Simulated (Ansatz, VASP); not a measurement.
# Two plane-wave programs on In3SbTe2

```
CELL_PARAMETERS angstrom
7.18509 0.00000 0.00000
-3.59254 6.22247 0.00000
0.00000 0.00000 4.51961
ATOMIC_POSITIONS crystal
In 0.50000 0.00000 0.50000
In 0.00000 0.50000 0.50000
In 0.50000 0.50000 0.50000
Sb 0.00000 0.00000 0.50000
Te 0.33333 0.66667 0.00000
Te 0.66667 0.33333 0.00000
```

Alike in both runs: functional PBE; k mesh 3 × 3 × 4; occupations gaussian, width 0.1 eV; no spin polarisation.

Ansatz relaxed the structure, and its values are those at the end. VASP's run is a single point on that final structure, the one shown.

|  | VASP | Ansatz |
| --- | --- | --- |
| version | VASP 6.6.1 | Ansatz 0.2.0 |
| potentials or method | VASP PAW PBE potentials, release 64 (In_d, Sb, Te), cutoff 520 eV | scalar-relativistic, plane waves, PAW |
| valence electrons in the cell | 56 | 86 |

```tsv
	VASP	Ansatz	Ansatz less VASP
gap on the k mesh at the Fermi level (eV)	none	none	-
pressure (GPa)	0.0	0.0	+0.02
```

A gap of «none» marks a metal or a gap that the smearing closes. The functional is the same, so the differences come from potentials, cutoffs and numerics. VASP's potentials hold 56 valence electrons a cell and Ansatz's 86, so a difference there can come from the potentials and not from the codes.

Neither program's run includes spin-orbit coupling.
